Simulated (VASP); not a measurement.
Wanted: the native input for a VASP 6.6.1 run.

- Task: single point
- Functional: LDA
- Potentials or basis: VASP PAW LDA potentials, release 64 (Se)
- Cutoff: 520 eV
- k mesh: 8 × 8 × 6
- Occupations: fermi-dirac, width 0.03 eV
- Spin: no spin polarisation
- Dipole correction: no
- Further INCAR settings: ALGO = Normal; EDIFF = 1e-06; NBANDS = 16

The structure of Se lies in POSCAR:

```
Se
1.0
    4.4858247679      0.0000000000      0.0000000000
   -2.2429123840      3.8848382060      0.0000000000
    0.0000000000      0.0000000000      4.9494500000
Se
3
Direct
    0.2170000000      0.0000000000      0.1666666667
    0.0000000000      0.2170000000      0.8333333333
    0.7830000000      0.7830000000      0.5000000000
```

This cell differs from its parent crystal: equal xx and yy strain of +3 %.

One way to write it, as run:

INCAR

```
ALGO     = Normal         # electronic algorithm
EDIFF    = 1E-6           # SCF threshold, eV
ENCUT    = 520            # plane-wave cutoff, eV
ISIF     = 2              # what is computed and relaxed
ISMEAR   = -1             # smearing method
LASPH    = True           # aspherical terms in the spheres
LCHARG   = False          # write CHGCAR
LREAL    = False          # projectors in reciprocal space
LWAVE    = False          # write WAVECAR
NBANDS   = 16             # bands
NELM     = 80             # most SCF steps
PREC     = Accurate       # precision mode
SIGMA    = 0.03           # smearing width, eV
```

KPOINTS

```
k-points
0
Gamma
  8 8 6
```

Potentials or basis: VASP PAW LDA potentials, release 64 (Se).

Run with:

```sh
$ cat potpaw_LDA.64/Se/POTCAR > POTCAR
$ mpirun -np 1 vasp_std > vasp.out
```

It gave:

| Quantity | Value |
| --- | --- |
| Pressure | -1.0 GPa |
| Largest force | 0.348 eV/Å |
| Band gap on the k mesh | 1.13 eV, indirect (least direct gap 1.24 eV) |

Caveat: the cell differs from its parent crystal (equal xx and yy strain of +3 %).

Run time: 38 s on 1 thread of Intel(R) Xeon(R) Platinum 8488C (Sapphire Rapids) (shared host), peak memory 0.2 GiB.
